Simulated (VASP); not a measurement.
# GaAg2P (P4/mmm) in VASP: notebook

Runs on GaAg2P. Level: PBE. Tasks: single point.

Everything below comes from runs of VASP 6.6.1. Logs are shortened: lines on timing, memory, paths and dates and some standing lists are left out, and cuts for length are marked.

## 1. The cell of the first run

Symmetry: P4/mmm, No. 123, tetragonal system. Conventional cell: a = 3.836 Å, b = 3.836 Å, c = 5.221 Å, α = 90.00°, β = 90.00°, γ = 90.00°. Within 4.3 Å of Ga (site symmetry 4/mmm) lie 8 Ag at 3.24 Å and 8 P at 3.76 Å and 4 Ga at 3.84 Å. Ag (site symmetry mmm) has 2 P at 1.92 Å within 2.5 Å. Within 2.5 Å of P (site symmetry 4/mmm) lie 4 Ag at 1.92 Å.

## 2. Single point, PBE

File INCAR:

```
  ALGO = Normal
  EDIFF = 1E-6
  ENCUT = 520
  GGA = PE
  ISIF = 2
  ISMEAR = 0
  LASPH = True
  LCHARG = False
  LREAL = False
  LWAVE = False
  NBANDS = 28
  NELM = 80
  PREC = Accurate
  SIGMA = 0.1
```

File KPOINTS:

```
k-points
0
Gamma
  4 4 4
```

File POSCAR:

```
GaAg2P
1.0
    3.8361851300      0.0000000000      0.0000000000
    0.0000000000      3.8361851300      0.0000000000
    0.0000000000      0.0000000000      5.2211637900
Ga Ag P
1 2 1
Direct
    0.0000000000      0.0000000000      0.0000000000
    0.5000000000      0.0000000000      0.5000000000
    0.0000000000      0.5000000000      0.5000000000
    0.5000000000      0.5000000000      0.5000000000
```

Potentials or basis: VASP PAW PBE potentials, release 64 (Ga_d, Ag, P).

Launch:

```sh
cat potpaw_PBE.64/Ga_d/POTCAR potpaw_PBE.64/Ag/POTCAR potpaw_PBE.64/P/POTCAR > POTCAR
mpirun -np 1 vasp_std > vasp.out
```

OUTCAR:

```text
EDIFF = 1E-6
   ENCUT = 520
   GGA = PE
   ISIF = 2
   ISMEAR = 0
   LASPH = True
   LREAL = False
   NELM = 80
   PREC = Accurate

 ion  position               nearest neighbor table
   1  0.000  0.000  0.000-   2 3.24   3 3.24   2 3.24   3 3.24   3 3.24   3 3.24   2 3.24   2 3.24

   2  0.500  0.000  0.500-   4 1.92   4 1.92   3 2.71   3 2.71   3 2.71   3 2.71   1 3.24   1 3.24
                             1 3.24   1 3.24
   3  0.000  0.500  0.500-   4 1.92   4 1.92   2 2.71   2 2.71   2 2.71   2 2.71   1 3.24   1 3.24
                             1 3.24   1 3.24
   4  0.500  0.500  0.500-   2 1.92   3 1.92   2 1.92   3 1.92

  LATTYP: Found a simple tetragonal cell.
 ALAT       =     3.8361851300
 C/A-ratio  =     1.3610301936

  Lattice vectors:

 A1 = (   3.8361851300,   0.0000000000,   0.0000000000)
 A2 = (   0.0000000000,   3.8361851300,   0.0000000000)
 A3 = (   0.0000000000,   0.0000000000,   5.2211637900)

Analysis of symmetry for initial positions (statically):
=====================================================================
 Subroutine PRICEL returns:
 Original cell was already a primitive cell.

 Routine SETGRP: Setting up the symmetry group for a
 simple tetragonal supercell.

 Subroutine GETGRP returns: Found 16 space group operations
 (whereof 16 operations were pure point group operations)
 out of a pool of 16 trial point group operations.

The static configuration has the point symmetry D_4h.

Analysis of symmetry for dynamics (positions and initial velocities):
=====================================================================
 Subroutine PRICEL returns:
 Original cell was already a primitive cell.

 Routine SETGRP: Setting up the symmetry group for a
 simple tetragonal supercell.

 Subroutine GETGRP returns: Found 16 space group operations
 (whereof 16 operations were pure point group operations)
 out of a pool of 16 trial point group operations.

The dynamic configuration has the point symmetry D_4h.

 Subroutine INISYM returns: Found 16 space group operations
 (whereof 16 operations are pure point group operations),
 and found     1 'primitive' translations

----------------------------------------------------------------------------------------

                                     Primitive cell

  volume of cell :      76.8363

  direct lattice vectors                    reciprocal lattice vectors
     3.836185130  0.000000000  0.000000000     0.260675636  0.000000000  0.000000000
     0.000000000  3.836185130  0.000000000     0.000000000  0.260675636  0.000000000
     0.000000000  0.000000000  5.221163790     0.000000000  0.000000000  0.191528180

  length of vectors
     3.836185130  3.836185130  5.221163790     0.260675636  0.260675636  0.191528180

  position of ions in fractional coordinates (direct lattice)
     0.000000000  0.000000000  0.000000000
     0.500000000  0.000000000  0.500000000
     0.000000000  0.500000000  0.500000000
     0.500000000  0.500000000  0.500000000

  ion indices of the primitive-cell ions
   primitive index   ion index
                 1           1
                 2           2
                 3           3
                 4           4

----------------------------------------------------------------------------------------

 KPOINTS: k-points

Automatic generation of k-mesh.
 Grid dimensions read from file:
 generate k-points for:    4    4    4

 Generating k-lattice:

  Cartesian coordinates                     Fractional coordinates (reciprocal lattice)
     0.065168909  0.000000000  0.000000000     0.250000000  0.000000000  0.000000000
     0.000000000  0.065168909  0.000000000     0.000000000  0.250000000  0.000000000
     0.000000000  0.000000000  0.047882045     0.000000000  0.000000000  0.250000000

  Length of vectors
     0.065168909  0.065168909  0.047882045

  Shift w.r.t. Gamma in fractional coordinates (k-lattice)
     0.000000000  0.000000000  0.000000000

 Subroutine IBZKPT returns following result:
 ===========================================

 Found     18 irreducible k-points:

 Following reciprocal coordinates:
            Coordinates               Weight
  0.000000  0.000000  0.000000      1.000000
  0.250000  0.000000  0.000000      4.000000
  0.500000  0.000000  0.000000      2.000000
  0.250000  0.250000  0.000000      4.000000
  0.500000  0.250000  0.000000      4.000000
  0.500000  0.500000  0.000000      1.000000
[... 10 lines left out ...]
  0.500000  0.250000  0.500000      4.000000
  0.500000  0.500000  0.500000      1.000000
   k-points           NKPTS =     18   k-points in BZ     NKDIM =     18   number of bands    NBANDS=     28
   number of dos      NEDOS =    301   number of ions     NIONS =      4
   total plane-waves  NPLWV =  36000
   dimension x,y,z NGX =    30 NGY =   30 NGZ =   40
   dimension x,y,z NGXF=    60 NGYF=   60 NGZF=   80
   ions per type =               1   2   1
   NGX,Y,Z   is equivalent  to a cutoff of  13.00, 13.00, 12.74 a.u.
   NGXF,Y,Z  is equivalent  to a cutoff of  26.00, 26.00, 25.47 a.u.
 SYSTEM =  unknown system
   PREC   = accura    normal or accurate (medium, high low for compatibility)
   ISTART =      0    job   : 0-new  1-cont  2-samecut
   ICHARG =      2    charge: 1-file 2-atom 10-const
   ISPIN  =      1    spin polarized calculation?
   LNONCOLLINEAR =      F non collinear calculations
   LSORBIT =      F    spin-orbit coupling
   LASPH  =      T    aspherical Exc in radial PAW
   ENCUT  =  520.0 eV  38.22 Ry    6.18 a.u.   7.13  7.13  9.71*2*pi/ulx,y,z
   NELM   =     80;   NELMIN=  2; NELMDL= -5     # of ELM steps
   EDIFF  = 0.1E-05   stopping-criterion for ELM
   LREAL  =      F    real-space projection
   EDIFFG = 0.1E-04   stopping-criterion for IOM
   NSW    =      0    number of steps for IOM
   IBRION =     -1    ionic relax: 0-MD 1-quasi-New 2-CG
   NFREE  =      0    steps in history (QN), initial steepest desc. (CG)
   ISIF   =      2    stress and relaxation
   ISYM   =      2    0-nonsym 1-usesym 2-fastsym
   POTIM  = 0.5000    time-step for ionic-motion
   TEBEG  =    0.0;   TEEND  =   0.0 temperature during run
   PSTRESS=    0.0 pullay stress
   NELECT =      40.0000    total number of electrons
   NUPDOWN=      -1.0000    fix difference up-down
   EMIN   =  10.00;   EMAX   =-10.00  energy-range for DOS
   EFERMI =   0.00;   METHOD = LEGACY
   ISMEAR =     0;   SIGMA  =   0.10  broadening in eV -4-tet -1-fermi 0-gaus
   EFERMI_NEDOS =   21; number of points for ismear=-14 and -15
   IALGO  =     38    algorithm
   IMIX   =      4    mixing-type and parameters
     AMIX     =   0.40;   BMIX     =  1.00
     AMIX_MAG =   1.60;   BMIX_MAG =  1.00
  volume/ion in A,a.u.               =      19.21       129.63
  Fermi-wavevector in a.u.,A,eV,Ry     =   1.316960  2.488694 23.597733  1.734384
  Thomas-Fermi vector in A             =   2.447035
   LORBIT       =      0    0 simple, 1 ext, 2 COOP (PROOUT), +10 PAW based schemes
   GGA     = PE    functional components
   LHFCALC =     F    Hartree Fock is set to
   AEXX    =    0.0000 exact exchange contribution
   IVDW    =     0    specifies the selected vdW correction
   LEPSILON=     F    determine dielectric tensor
   LRPA    =     F    only Hartree local field effects (RPA)
 non-spin polarized calculation
 Gauss-broadening in eV      SIGMA  =   0.10
  energy-cutoff  :      520.00
  volume of cell :       76.84
 maximum number of plane-waves:      2088
 NGX is ok and might be reduce to    30
   NGX = 15   NGY = 15   NGZ = 19

 number of electron      39.9999998 magnetization

 Free energy of the ion-electron system (eV)
  ---------------------------------------------------
  ext. energy  EPLUGINS =         0.00000000
  ---------------------------------------------------
  free energy    TOTEN  =        -4.21030540 eV

  energy without entropy =       -4.20337221  energy(sigma->0) =       -4.20683881

 E-fermi :   7.1795     XC(G=0): -10.5302

 val. band max:        7.1727687257   @ k =   0.5000   0.0000   0.5000
 cond. band min:       7.3404917916   @ k =   0.5000   0.0000   0.0000
 fundamental gap:      0.1677230659
 Fermi energy:         7.1795102652

 k-point     1 :       0.0000    0.0000    0.0000
  band No.  band energies     occupation
      1      -8.7823      2.00000
      2      -8.1970      2.00000
      3      -8.1871      2.00000
      4      -8.1807      2.00000
      5      -8.1807      2.00000
      6      -8.1535      2.00000
[... 20 lines left out ...]
     27      15.8794      0.00000
     28      17.2435      0.00000

 k-point     2 :       0.2500    0.0000    0.0000
  band No.  band energies     occupation
      1      -8.2026      2.00000
      2      -8.1855      2.00000
      3      -8.1800      2.00000
      4      -8.1764      2.00000
      5      -8.1574      2.00000
      6      -8.1233      2.00000
[... 20 lines left out ...]
     27      15.3267      0.00000
     28      16.4056      0.00000

 k-point     3 :       0.5000    0.0000    0.0000
  band No.  band energies     occupation
      1      -8.1939      2.00000
      2      -8.1903      2.00000
      3      -8.1792      2.00000
      4      -8.1630      2.00000
      5      -8.1613      2.00000
      6      -7.1320      2.00000
[... 20 lines left out ...]
     27      14.8381      0.00000
     28      15.7563      0.00000

 k-point     4 :       0.2500    0.2500    0.0000
  band No.  band energies     occupation
      1      -8.1908      2.00000
      2      -8.1848      2.00000
      3      -8.1842      2.00000
      4      -8.1662      2.00000
      5      -8.1628      2.00000
      6      -7.4656      2.00000
[... 392 lines left out ...]
     27      14.9285      0.00000
     28      15.8055      0.00000

 k-point    17 :       0.5000    0.2500    0.5000
  band No.  band energies     occupation
      1      -8.1941      2.00000
      2      -8.1862      2.00000
      3      -8.1848      2.00000
      4      -8.1670      2.00000
      5      -8.1544      2.00000
      6      -6.3495      2.00000
[... 20 lines left out ...]
     27      14.4029      0.00000
     28      15.1785      0.00000

 k-point    18 :       0.5000    0.5000    0.5000
  band No.  band energies     occupation
      1      -8.1917      2.00000
      2      -8.1917      2.00000
      3      -8.1828      2.00000
      4      -8.1725      2.00000
      5      -8.1447      2.00000
      6      -4.3549      2.00000
[... 20 lines left out ...]
     27      14.1073      0.00000
     28      14.9098      0.00000

------------------------ aborting loop because EDIFF is reached ----------------------------------------

  FORCE on cell =-STRESS in cart. coord.  units (eV):
  Direction    XX          YY          ZZ          XY          YZ          ZX
  --------------------------------------------------------------------------------------
  -------------------------------------------------------------------------------------
  Total       49.5662750     49.5662750      1.4036526      0.0000000      0.0000000      0.0000000
  in kB     1033.5474779   1033.5474779     29.2687243      0.0000000      0.0000000      0.0000000
  external PRESSURE =     698.7878934 kB  Pullay stress =       0.0000000 kB

 VOLUME and BASIS-vectors are now :
 -----------------------------------------------------------------------------
  energy-cutoff  :      520.00
  volume of cell :       76.84
      direct lattice vectors                 reciprocal lattice vectors
     3.836185130  0.000000000  0.000000000     0.260675636  0.000000000  0.000000000
     0.000000000  3.836185130  0.000000000     0.000000000  0.260675636  0.000000000
     0.000000000  0.000000000  5.221163790     0.000000000  0.000000000  0.191528180

 POSITION                                       TOTAL-FORCE (eV/Angst)
 -----------------------------------------------------------------------------------
      0.00000      0.00000      0.00000         0.000000      0.000000      0.000000
      1.91809      0.00000      2.61058         0.000000      0.000000      0.000000
      0.00000      1.91809      2.61058         0.000000      0.000000      0.000000
      1.91809      1.91809      2.61058         0.000000      0.000000      0.000000
 -----------------------------------------------------------------------------------
    total drift:                                0.000000      0.000000     -0.000000

  FREE ENERGIE OF THE ION-ELECTRON SYSTEM (eV)
  ---------------------------------------------------
  free  energy   TOTEN  =        -4.2103054022 eV

  energy  without entropy=       -4.2033722096  energy(sigma->0) =       -4.20683881
```

Wall time 26 s (1 thread of Intel Xeon 6975P-C (Granite Rapids), shared host); peak memory 0.2 GiB.

Results:

| Property | Result |
| --- | --- |
| Free energy | -4.2103 eV |
| Pressure | 69.9 GPa |
| Band gap on the k mesh | zero (band 20 reaches 7.42 eV, above the bottom of band 21 at 5.94 eV) |

Caveat: the k points lie up to 0.41 Å⁻¹ apart.

(Continued in part 2 of 2.)
